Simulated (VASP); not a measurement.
Set up this calculation in VASP 6.6.1, as the native input.

| Item | Value |
| --- | --- |
| Task | single point |
| Functional | PBE |
| Potentials or basis | VASP PAW PBE potentials, release 64 (Te, Pt) |
| Cutoff | 400 eV |
| k mesh | 12 × 12 × 1 |
| Occupations | gaussian, width 0.1 eV |
| Spin | no spin polarisation |
| Dipole correction | yes |
| Further INCAR settings | ALGO = Normal; EDIFF = 1e-06; NBANDS = 56; NELMDL = -8 |

The structure of Te2Pt lies in POSCAR:

```
Te2Pt
1.0
    4.0714145814      0.0000000000      0.0000000000
   -2.0357072907      3.5259484568      0.0000000000
    0.0000000000      0.0000000000     62.0069878368
Te Pt
8 4
Direct
    0.6666666667      0.3333333333      0.3466725358
    0.3333333333      0.6666666667      0.3907950551
    0.6666666667      0.3333333333      0.4339841978
    0.3333333333      0.6666666667      0.4782017632
    0.6666666667      0.3333333333      0.5217982368
    0.3333333333      0.6666666667      0.5660158022
    0.6666666667      0.3333333333      0.6092049449
    0.3333333333      0.6666666667      0.6533274642
    0.0000000000      0.0000000000      0.3689947452
    0.0000000000      0.0000000000      0.4560403954
    0.0000000000      0.0000000000      0.5439596046
    0.0000000000      0.0000000000      0.6310052548
```

These files were run (other wordings do the same):

INCAR

```
SYSTEM = Te2Pt
PREC     = Accurate       ! precision mode
ENCUT    = 400            ! plane-wave cutoff, eV
EDIFF    = 1E-6           ! SCF threshold, eV
ISMEAR   = 0              ! smearing method
SIGMA    = 0.1            ! smearing width, eV
LREAL    = .False.        ! projectors in reciprocal space
LASPH    = .True.         ! aspherical terms in the spheres
NELM     = 120            ! most SCF steps
ALGO     = Normal         ! electronic algorithm
ISIF     = 2              ! what is computed and relaxed
LWAVE    = .False.        ! write WAVECAR
LCHARG   = .True.         ! write CHGCAR
LDIPOL   = .True.       
IDIPOL   = 3            
DIPOL    = 0.5 0.5 0.500
GGA      = PE             ! functional
LELF     = .True.         ! ELF
LVHAR    = .True.       
LVACPOTAV= .True.       
NBANDS   = 56             ! bands
GGA_COMPAT= .False.      
NELMDL   = -8
```

KPOINTS

```
regular mesh
0
Gamma
  12 12 1
  0 0 0
```

Potentials or basis: VASP PAW PBE potentials, release 64 (Te, Pt).

The run is started by

```sh
$ cat potpaw_PBE.64/Te/POTCAR potpaw_PBE.64/Pt/POTCAR > POTCAR
$ mpirun -np 1 vasp_std > vasp.out
```

Results of the run:

- Largest force: 0.019 eV/Å
- Band gap on the k mesh: zero (bands 44 and 45 overlap by 0.91 eV)
- Work function of the upper face: 4.39 eV
- Work function of the lower face: 4.39 eV

Caveat: spin-orbit coupling is left out, which moves the levels of the heavy elements.

It took 46 min on 1 thread of Intel(R) Xeon(R) Platinum 8259CL CPU @ 2.50GHz (Skylake/Cascade Lake), on a shared host, peak memory 0.98 GiB.
